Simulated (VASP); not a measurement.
# GaP (I-4m2) in VASP: further runs, part 2 of 3

VASP 6.6.1. Earlier steps stand in the parts before.

### 3 Single point, PBE

This run uses another cell than the first one, of the same volume but with other edges.

File INCAR:

```
SYSTEM = GaP
ALGO     = Normal         ! electronic algorithm
EDIFF    = 1E-6           ! SCF threshold, eV
ENCUT    = 520            ! plane-wave cutoff, eV
GGA      = PE             ! functional
ISIF     = 2              ! what is computed and relaxed
ISMEAR   = 0              ! smearing method
LASPH    = .True.         ! aspherical terms in the spheres
LCHARG   = .False.        ! write CHGCAR
LREAL    = .False.        ! projectors in reciprocal space
LWAVE    = .False.        ! write WAVECAR
NBANDS   = 16             ! bands
NELM     = 100            ! most SCF steps
PREC     = Accurate       ! precision mode
SIGMA    = 0.05           ! smearing width, eV
```

File KPOINTS:

```
k-points
0
Gamma
  10 10 10
  0 0 0
```

File POSCAR:

```
GaP
1.0
    0.0000000000      2.9902093937      2.3323633271
    2.9902093937      0.0000000000      2.3323633271
    2.9902093937      2.9902093937      0.0000000000
Ga P
1 1
Direct
    0.0000000000      0.0000000000      0.0000000000
    0.7500000000      0.7500000000      0.7500000000
```

Potentials or basis: VASP PAW PBE potentials, release 64 (Ga_d, P).

Launch:

```
$ cat potpaw_PBE.64/Ga_d/POTCAR potpaw_PBE.64/P/POTCAR > POTCAR
$ mpirun -np 1 vasp_std > vasp.out
```

OUTCAR:

```text
SYSTEM = GaP
   EDIFF = 1E-6
   ENCUT = 520
   GGA = PE
   ISIF = 2
   ISMEAR = 0
   LASPH = .True.
   LREAL = .False.
   NELM = 100
   PREC = Accurate

 ion  position               nearest neighbor table
   1  0.000  0.000  0.000-   2 2.41   2 2.41   2 2.41   2 2.41
   2  0.750  0.750  0.750-   1 2.41   1 2.41   1 2.41   1 2.41

  LATTYP: Found a body centered tetragonal cell.
 ALAT       =     4.2287946789
 C/A-ratio  =     1.1030865787

  Lattice vectors:

 A1 = (   0.0000000000,  -2.9902093937,  -2.3323633271)
 A2 = (   0.0000000000,   2.9902093937,  -2.3323633271)
 A3 = (   2.9902093937,   0.0000000000,   2.3323633271)

Analysis of symmetry for initial positions (statically):
=====================================================================
 Subroutine PRICEL returns:
 Original cell was already a primitive cell.

 Routine SETGRP: Setting up the symmetry group for a
 body centered tetragonal supercell.

 Subroutine GETGRP returns: Found  8 space group operations
 (whereof  8 operations were pure point group operations)
 out of a pool of 16 trial point group operations.

The static configuration has the point symmetry D_2d.

Analysis of symmetry for dynamics (positions and initial velocities):
=====================================================================
 Subroutine PRICEL returns:
 Original cell was already a primitive cell.

 Routine SETGRP: Setting up the symmetry group for a
 body centered tetragonal supercell.

 Subroutine GETGRP returns: Found  8 space group operations
 (whereof  8 operations were pure point group operations)
 out of a pool of 16 trial point group operations.

The dynamic configuration has the point symmetry D_2d.

 Subroutine INISYM returns: Found  8 space group operations
 (whereof  8 operations are pure point group operations),
 and found     1 'primitive' translations

----------------------------------------------------------------------------------------

                                     Primitive cell

  volume of cell :      41.7090

  direct lattice vectors                    reciprocal lattice vectors
     0.000000000  2.990209394  2.332363327    -0.167212370  0.167212370  0.214374834
     2.990209394  0.000000000  2.332363327     0.167212370 -0.167212370  0.214374834
     2.990209394  2.990209394  0.000000000     0.167212370  0.167212370 -0.214374834

  length of vectors
     3.792264615  3.792264615  4.228794679     0.319181019  0.319181019  0.319181019

  position of ions in fractional coordinates (direct lattice)
     0.000000000  0.000000000  0.000000000
     0.750000000  0.750000000  0.750000000

  ion indices of the primitive-cell ions
   primitive index   ion index
                 1           1
                 2           2

----------------------------------------------------------------------------------------

 KPOINTS: k-points

Automatic generation of k-mesh.
 Grid dimensions read from file:
 generate k-points for:   10   10   10

 Generating k-lattice:

  Cartesian coordinates                     Fractional coordinates (reciprocal lattice)
    -0.016721237  0.016721237  0.021437483     0.100000000 -0.000000000  0.000000000
     0.016721237 -0.016721237  0.021437483    -0.000000000  0.100000000  0.000000000
     0.016721237  0.016721237 -0.021437483     0.000000000  0.000000000  0.100000000

  Length of vectors
     0.031918102  0.031918102  0.031918102

  Shift w.r.t. Gamma in fractional coordinates (k-lattice)
     0.000000000  0.000000000  0.000000000

 Subroutine IBZKPT returns following result:
 ===========================================

 Found    102 irreducible k-points:

 Following reciprocal coordinates:
            Coordinates               Weight
  0.000000  0.000000  0.000000      1.000000
  0.100000  0.000000  0.000000      8.000000
  0.200000  0.000000  0.000000      8.000000
  0.300000  0.000000  0.000000      8.000000
  0.400000 -0.000000  0.000000      8.000000
  0.500000  0.000000  0.000000      4.000000
[... 16 lines left out ...]
  0.300000  0.300000  0.000000      2.000000
  0.400000  0.300000  0.000000      8.000000
 [... further k-points ...]
   k-points           NKPTS =    102   k-points in BZ     NKDIM =    102   number of bands    NBANDS=     16
   number of dos      NEDOS =    301   number of ions     NIONS =      2
   total plane-waves  NPLWV =  25088
   dimension x,y,z NGX =    28 NGY =   28 NGZ =   32
   dimension x,y,z NGXF=    56 NGYF=   56 NGZF=   64
   ions per type =               1   1
   NGX,Y,Z   is equivalent  to a cutoff of  12.27, 12.27, 12.58 a.u.
   NGXF,Y,Z  is equivalent  to a cutoff of  24.55, 24.55, 25.16 a.u.
 SYSTEM =  GaP
   PREC   = accura    normal or accurate (medium, high low for compatibility)
   ISTART =      0    job   : 0-new  1-cont  2-samecut
   ICHARG =      2    charge: 1-file 2-atom 10-const
   ISPIN  =      1    spin polarized calculation?
   LNONCOLLINEAR =      F non collinear calculations
   LSORBIT =      F    spin-orbit coupling
   LASPH  =      T    aspherical Exc in radial PAW
   ENCUT  =  520.0 eV  38.22 Ry    6.18 a.u.   7.05  7.05  7.86*2*pi/ulx,y,z
   NELM   =    100;   NELMIN=  2; NELMDL= -5     # of ELM steps
   EDIFF  = 0.1E-05   stopping-criterion for ELM
   LREAL  =      F    real-space projection
   EDIFFG = 0.1E-04   stopping-criterion for IOM
   NSW    =      0    number of steps for IOM
   IBRION =     -1    ionic relax: 0-MD 1-quasi-New 2-CG
   NFREE  =      0    steps in history (QN), initial steepest desc. (CG)
   ISIF   =      2    stress and relaxation
   ISYM   =      2    0-nonsym 1-usesym 2-fastsym
   POTIM  = 0.5000    time-step for ionic-motion
   TEBEG  =    0.0;   TEEND  =   0.0 temperature during run
   PSTRESS=    0.0 pullay stress
   NELECT =      18.0000    total number of electrons
   NUPDOWN=      -1.0000    fix difference up-down
   EMIN   =  10.00;   EMAX   =-10.00  energy-range for DOS
   EFERMI =   0.00;   METHOD = LEGACY
   ISMEAR =     0;   SIGMA  =   0.05  broadening in eV -4-tet -1-fermi 0-gaus
   EFERMI_NEDOS =   21; number of points for ismear=-14 and -15
   IALGO  =     38    algorithm
   IMIX   =      4    mixing-type and parameters
     AMIX     =   0.40;   BMIX     =  1.00
     AMIX_MAG =   1.60;   BMIX_MAG =  1.00
  volume/ion in A,a.u.               =      20.85       140.73
  Fermi-wavevector in a.u.,A,eV,Ry     =   1.237150  2.337875 20.824279  1.530541
  Thomas-Fermi vector in A             =   2.371730
   LORBIT       =      0    0 simple, 1 ext, 2 COOP (PROOUT), +10 PAW based schemes
   GGA     = PE    functional components
   LHFCALC =     F    Hartree Fock is set to
   AEXX    =    0.0000 exact exchange contribution
   IVDW    =     0    specifies the selected vdW correction
   LEPSILON=     F    determine dielectric tensor
   LRPA    =     F    only Hartree local field effects (RPA)
 non-spin polarized calculation
 Gauss-broadening in eV      SIGMA  =   0.05
  energy-cutoff  :      520.00
  volume of cell :       41.71
 maximum number of plane-waves:      1144
   NGX = 15   NGY = 15   NGZ = 15

 number of electron      17.9999997 magnetization

 Free energy of the ion-electron system (eV)
  ---------------------------------------------------
  ext. energy  EPLUGINS =         0.00000000
  ---------------------------------------------------
  free energy    TOTEN  =        -8.84382604 eV

  energy without entropy =       -8.84369562  energy(sigma->0) =       -8.84376083

 E-fermi :   4.6891     XC(G=0):  -9.7692

 val. band max:        4.6416750726   @ k =   0.1000   0.0000   0.1000
 cond. band min:       4.8085386946   @ k =   0.5000   0.5000   0.0000
 fundamental gap:      0.1668636220
 Fermi energy:         4.6891070412

 k-point     1 :       0.0000    0.0000    0.0000
  band No.  band energies     occupation
      1     -10.2027      2.00000
      2     -10.2027      2.00000
      3     -10.1445      2.00000
      4     -10.1418      2.00000
      5     -10.0865      2.00000
      6      -7.8005      2.00000
[... 8 lines left out ...]
     15      12.9749      0.00000
     16      14.6741      0.00000
[... 419 lines left out ...]
 k-point    24 :       0.4000    0.3000    0.0000
  band No.  band energies     occupation
      1     -10.2536      2.00000
      2     -10.1684      2.00000
      3     -10.1587      2.00000
      4     -10.1569      2.00000
      5     -10.0556      2.00000
      6      -5.4552      2.00000
[... 8 lines left out ...]
     15      15.4479      0.00000
     16      18.8272      0.00000

 [... further k-points ...]

------------------------ aborting loop because EDIFF is reached ----------------------------------------

  FORCE on cell =-STRESS in cart. coord.  units (eV):
  Direction    XX          YY          ZZ          XY          YZ          ZX
  --------------------------------------------------------------------------------------
  -------------------------------------------------------------------------------------
  Total       -1.2962397     -1.2962397      1.5563918      0.0000000     -0.0000000      0.0000000
  in kB      -49.7927926    -49.7927926     59.7860843      0.0000000     -0.0000000      0.0000000
  external PRESSURE =     -13.2665003 kB  Pullay stress =       0.0000000 kB

 VOLUME and BASIS-vectors are now :
 -----------------------------------------------------------------------------
  energy-cutoff  :      520.00
  volume of cell :       41.71
      direct lattice vectors                 reciprocal lattice vectors
     0.000000000  2.990209394  2.332363327    -0.167212370  0.167212370  0.214374834
     2.990209394  0.000000000  2.332363327     0.167212370 -0.167212370  0.214374834
     2.990209394  2.990209394  0.000000000     0.167212370  0.167212370 -0.214374834

 POSITION                                       TOTAL-FORCE (eV/Angst)
 -----------------------------------------------------------------------------------
      0.00000      0.00000      0.00000        -0.000000      0.000000      0.000000
      4.48531      4.48531      3.49854         0.000000     -0.000000     -0.000000
 -----------------------------------------------------------------------------------
    total drift:                               -0.000006     -0.000006     -0.000010

  FREE ENERGIE OF THE ION-ELECTRON SYSTEM (eV)
  ---------------------------------------------------
  free  energy   TOTEN  =        -8.8438260400 eV

  energy  without entropy=       -8.8436956190  energy(sigma->0) =       -8.84376083
```

It took 49 s on 1 thread of Intel Xeon Platinum 8259CL at 2.50GHz (Skylake/Cascade Lake), shared host; peak memory 0.21 GiB.

What came out:

```yaml
Free_energy: -8.8438 eV
Pressure: -1.3 GPa
Band_gap_on_the_k_mesh: zero (band 9 reaches 4.98 eV, above the bottom of band 10 at 4.58 eV)
```

Stress tensor (GPa, compression positive):
```
-4.98  0.00  0.00
 0.00 -4.98  0.00
 0.00  0.00  5.98
```

### 4 Single point, PBE

This run uses another cell than the first one, of the same volume but with other edges.

File INCAR:

```
ALGO = Normal
EDIFF = 1E-6
ENCUT = 520
GGA = PE
ISIF = 2
ISMEAR = 0
LASPH = T
LCHARG = F
LREAL = F
LWAVE = F
NBANDS = 16
NELM = 80
PREC = Accurate
SIGMA = 0.05
```

File KPOINTS:

```
k-points
0
Gamma
  10 10 10
```

File POSCAR:

```
GaP
1.0
    0.0000000000      2.5220402787      3.2786523623
    2.5220402787      0.0000000000      3.2786523623
    2.5220402787      2.5220402787      0.0000000000
Ga P
1 1
Direct
    0.0000000000      0.0000000000      0.0000000000
    0.7500000000      0.7500000000      0.7500000000
```

Launch:

```
$ cat potpaw_PBE.64/Ga_d/POTCAR potpaw_PBE.64/P/POTCAR > POTCAR
$ mpirun -np 1 vasp_std > vasp.out
```

Wall time 47 s (1 thread of Intel Xeon Platinum 8259CL at 2.50GHz (Skylake/Cascade Lake), shared host); peak memory 0.21 GiB.

It converged, with:

| Item | Value |
| --- | --- |
| Free energy | -8.5705 eV |
| Pressure | -0.4 GPa |
| Band gap on the k mesh | zero (band 9 reaches 5.09 eV, above the bottom of band 10 at 4.82 eV) |

Stress tensor (GPa, compression positive):
```
  8.07   0.00   0.00
  0.00   8.07   0.00
  0.00   0.00 -17.40
```

Levels at points of the mesh, in eV from the Fermi level:
```
           k point  band 6  band 7  band 8  band 9  band 10  band 11  band 12  band 13
(0.00, 0.00, 0.00)  -12.80   -1.99    0.05    0.05     0.08     3.50     3.50     4.05
(0.50, 0.00, 0.00)  -10.79   -6.99   -2.76   -0.38    -0.20     4.67     5.22     7.71
(0.50, 0.50, 0.00)  -10.74   -8.22   -1.80   -1.80     2.53     2.91     8.31     9.45
(0.50, 0.00, 0.50)   -9.58   -6.52   -3.58   -3.46     0.51     0.62     7.38     7.49
```

[end of part 2 of 3]
